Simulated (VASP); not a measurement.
# Si2W (AlB2 type) (P6/mmm) in VASP: notebook, part 2 of 2

VASP 6.6.1. The steps go on from the part before.

### Step 3. Relaxation of cell and atoms, PBE, target pressure 0.026 GPa, at which the enthalpy is minimised

This run uses another cell than the first one, of 14.08 Å³/atom, 1.030 times its volume.

Input file INCAR:

```
PREC = Accurate
ENCUT = 600
EDIFF = 1E-6
ISMEAR = -1
SIGMA = 0.05
LREAL = F
LASPH = T
NELM = 80
ALGO = Normal
ISIF = 3
LWAVE = F
LCHARG = F
GGA = PE
IBRION = 2
NSW = 32
EDIFFG = -0.005
PSTRESS = 0.26
```

Input file KPOINTS:

```
regular mesh
0
Gamma
  9 9 7
```

Input file POSCAR:

```
Si2W
1.0
    4.3205272327      0.0000000000      0.0000000000
   -2.1602636163      3.7416863412      0.0000000000
    0.0000000000      0.0000000000      2.6122082610
W Si
1 2
Direct
    0.0000000000      0.0000000000      0.0000000000
    0.3333333333      0.6666666667      0.5000000000
    0.6666666667      0.3333333333      0.5000000000
```

Potentials or basis: VASP PAW PBE potentials, release 64 (W_sv, Si).

Command:

```
> cat potpaw_PBE.64/W_sv/POTCAR potpaw_PBE.64/Si/POTCAR > POTCAR
> mpirun -np 1 vasp_std > vasp.out
```

OUTCAR:

```text
PREC = Accurate
   ENCUT = 600
   EDIFF = 1E-6
   ISMEAR = -1
   LREAL = F
   LASPH = T
   NELM = 80
   ISIF = 3
   GGA = PE
   IBRION = 2
   NSW = 32
   EDIFFG = -0.005
   PSTRESS = 0.26

 ion  position               nearest neighbor table
   1  0.000  0.000  0.000-   2 2.82   3 2.82   2 2.82   3 2.82   2 2.82   2 2.82   3 2.82   3 2.82
                             3 2.82   3 2.82   2 2.82   2 2.82
   2  0.333  0.667  0.500-   3 2.49   3 2.49   3 2.49   1 2.82   1 2.82   1 2.82   1 2.82   1 2.82
                             1 2.82
   3  0.667  0.333  0.500-   2 2.49   2 2.49   2 2.49   1 2.82   1 2.82   1 2.82   1 2.82   1 2.82
                             1 2.82

  LATTYP: Found a hexagonal cell.
 ALAT       =     4.3205272327
 C/A-ratio  =     0.6046040495

  Lattice vectors:

 A1 = (   4.3205272327,   0.0000000000,   0.0000000000)
 A2 = (  -2.1602636163,   3.7416863412,   0.0000000000)
 A3 = (   0.0000000000,   0.0000000000,   2.6122082610)

Analysis of symmetry for initial positions (statically):
=====================================================================
 Subroutine PRICEL returns:
 Original cell was already a primitive cell.

 Routine SETGRP: Setting up the symmetry group for a
 hexagonal supercell.

 Subroutine GETGRP returns: Found 24 space group operations
 (whereof 24 operations were pure point group operations)
 out of a pool of 24 trial point group operations.

The static configuration has the point symmetry D_6h.

Analysis of symmetry for dynamics (positions and initial velocities):
=====================================================================
 Subroutine PRICEL returns:
 Original cell was already a primitive cell.

 Routine SETGRP: Setting up the symmetry group for a
 hexagonal supercell.

 Subroutine GETGRP returns: Found 24 space group operations
 (whereof 24 operations were pure point group operations)
[... 134 lines left out ...]
   LRPA    =     F    only Hartree local field effects (RPA)
 conjugate gradient relaxation of ions
 non-spin polarized calculation
  energy-cutoff  :      600.00
  volume of cell :       42.23
 maximum number of plane-waves:      1431
 NGX is ok and might be reduce to    36
   NGX = 17   NGY = 17   NGZ = 11

--------------------------------------- Ionic step        1  -------------------------------------------

 number of electron      21.9999997 magnetization

 Free energy of the ion-electron system (eV)
  ---------------------------------------------------
  ext. energy  EPLUGINS =         0.00000000
  ---------------------------------------------------
  free energy    TOTEN  =       -22.75152216 eV

  energy without entropy =      -22.74004548  energy(sigma->0) =      -22.74578382

------------------------ aborting loop because EDIFF is reached ----------------------------------------

  FORCE on cell =-STRESS in cart. coord.  units (eV):
  Direction    XX          YY          ZZ          XY          YZ          ZX
  --------------------------------------------------------------------------------------
  -------------------------------------------------------------------------------------
  Total        0.0256083      0.0256083      0.0737398      0.0000000     -0.0000000      0.0000000
  in kB        0.9715815      0.9715815      2.7976979      0.0000000     -0.0000000      0.0000000
  external PRESSURE =       1.3202870 kB  Pullay stress =       0.2600000 kB
[... 65 lines left out ...]
--------------------------------------- Ionic step        3  -------------------------------------------

 number of electron      21.9999998 magnetization

 Free energy of the ion-electron system (eV)
  ---------------------------------------------------
  ext. energy  EPLUGINS =         0.00000000
  ---------------------------------------------------
  free energy    TOTEN  =       -22.75154388 eV

  energy without entropy =      -22.74005146  energy(sigma->0) =      -22.74579767

 E-fermi :  11.6613     XC(G=0): -12.3281

 val. band max:       11.6107182963   @ k =   0.3333   0.3333   0.2857
 cond. band min:      11.6635513344   @ k =   0.3333   0.2222   0.1429
 fundamental gap:      0.0528330382
 Fermi energy:        11.6612653870

 k-point     1 :       0.0000    0.0000    0.0000
  band No.  band energies     occupation
      1     -62.7251      2.00000
      2     -26.9788      2.00000
      3     -26.9788      2.00000
      4     -26.3343      2.00000
      5      -2.4642      2.00000
      6       5.2085      2.00000
      7       5.2085      2.00000
      8       6.4726      2.00000
      9       6.8720      2.00000
     10      10.3157      2.00000
     11      10.3157      2.00000
     12      13.9302      0.00000
     13      13.9302      0.00000
     14      15.3564      0.00000
[... 401 lines left out ...]
      2     -26.9578      2.00000
      3     -26.9578      2.00000
      4     -26.6038      2.00000
      5       0.9010      2.00000
      6       0.9010      2.00000
      7       3.5711      2.00000
      8       8.6502      2.00000
      9       9.0805      2.00000
     10       9.0805      2.00000
     11      12.1935      0.00005
     12      12.1935      0.00005
     13      13.9737      0.00000
     14      16.0327      0.00000
     15      16.0327      0.00000

 [... further k-points ...]
[... 5 lines left out ...]
  --------------------------------------------------------------------------------------
  -------------------------------------------------------------------------------------
  Total        0.0051581      0.0051581      0.0093215      0.0000000      0.0000000      0.0000000
  in kB        0.1955560      0.1955560      0.3534049      0.0000000      0.0000000      0.0000000
  external PRESSURE =      -0.0118277 kB  Pullay stress =       0.2600000 kB
[... 22 lines left out ...]
  energy  without entropy=      -22.7400514562  energy(sigma->0) =      -22.74579767

  enthalpy is  TOTEN    =       -22.7446860198 eV   P V=        0.0068578629

 reached required accuracy - stopping structural energy minimisation
```

OSZICAR:

```text
N       E                     dE             d eps       ncg     rms          rms(c)
DAV:   1     0.134669126971E+03    0.13467E+03   -0.12225E+04  1440   0.163E+03
DAV:   2    -0.193339060197E+02   -0.15400E+03   -0.15231E+03  1671   0.377E+02
DAV:   3    -0.237484499053E+02   -0.44145E+01   -0.42026E+01  1972   0.535E+01
DAV:   4    -0.237864407702E+02   -0.37991E-01   -0.37824E-01  1594   0.561E+00
[... 18 lines left out ...]
DAV:   1    -0.227517169953E+02   -0.19940E-03   -0.44495E-03  1552   0.792E-01    0.146E-01
DAV:   2    -0.227515720542E+02    0.14494E-03   -0.91886E-04  1658   0.246E-01    0.276E-02
DAV:   3    -0.227515481450E+02    0.23909E-04   -0.84173E-05  1643   0.525E-02    0.147E-02
DAV:   4    -0.227515431587E+02    0.49863E-05   -0.14830E-05  1650   0.372E-02    0.115E-02
DAV:   5    -0.227515438828E+02   -0.72406E-06   -0.12872E-06   937   0.109E-02
   3 F= -.22744686E+02 E0= -.22738940E+02  d E =-.167617E-04
```

CONTCAR:

```text
Si2W
   1.00000000000000
     4.3210887289599604    0.0000000000000102    0.0000000000000000
    -2.1605443644299647    3.7421726112252207   -0.0000000000000000
    -0.0000000000000000   -0.0000000000000000    2.6134189516196975
  W               Si
     1     2
Direct
     0.0000000000000000    0.0000000000000000    0.0000000000000000
     0.3333333332999970    0.6666666667000030    0.5000000000000000
     0.6666666667000030    0.3333333332999970    0.5000000000000000

  0.00000000E+00  0.00000000E+00  0.00000000E+00
  0.00000000E+00  0.00000000E+00  0.00000000E+00
  0.00000000E+00  0.00000000E+00  0.00000000E+00
```

Run time: 46 s. Hardware: 1 thread of Intel Xeon Platinum 8375C at 2.90GHz (Ice Lake), shared host; peak memory 0.2 GiB.

Results:

```
Free energy                                            : -22.7515 eV
Relaxed volume                                         : 14.09 Å³/atom
Relaxed cell                                           : a = 4.321 Å, b = 4.321 Å, c = 2.613 Å, α = 90.00°, β = 90.00°, γ = 120.00°
Space group after relaxing (to 0.05 Å)                 : P6/mmm (No. 191)
Energy change on relaxing (the enthalpy is what falls) : -0.0 meV/atom
Ionic steps                                            : 3
Pressure after relaxing                                : 0.0 GPa
Band gap on the k mesh                                 : zero (band 11 reaches 13.43 eV, above the bottom of band 12 at 11.09 eV)
```

Final structure:
```cif
data_structure
_symmetry_space_group_name_H-M 'P 1'
_symmetry_Int_Tables_number 1
_cell_length_a 4.3211
_cell_length_b 4.3211
_cell_length_c 2.6134
_cell_angle_alpha 90.000
_cell_angle_beta 90.000
_cell_angle_gamma 120.000
_cell_volume 42.26
loop_
_atom_site_label
_atom_site_type_symbol
_atom_site_fract_x
_atom_site_fract_y
_atom_site_fract_z
_atom_site_occupancy
W1 W 0.00000 0.00000 0.00000 1
Si1 Si 0.33333 0.66667 0.50000 1
Si2 Si 0.66667 0.33333 0.50000 1
```

Levels at points of the mesh, in eV from the Fermi level:
| k point | band 9 | band 10 | band 11 | band 12 | band 13 | band 14 |
| --- | --- | --- | --- | --- | --- | --- |
| (0.00, 0.00, 0.00) | -4.79 | -1.35 | -1.35 | 2.27 | 2.27 | 3.70 |

Caveat: the cell is relaxed towards a set pressure, so the enthalpy falls and the energy may rise; spin-orbit coupling is left out, which moves the levels of the heavy elements.
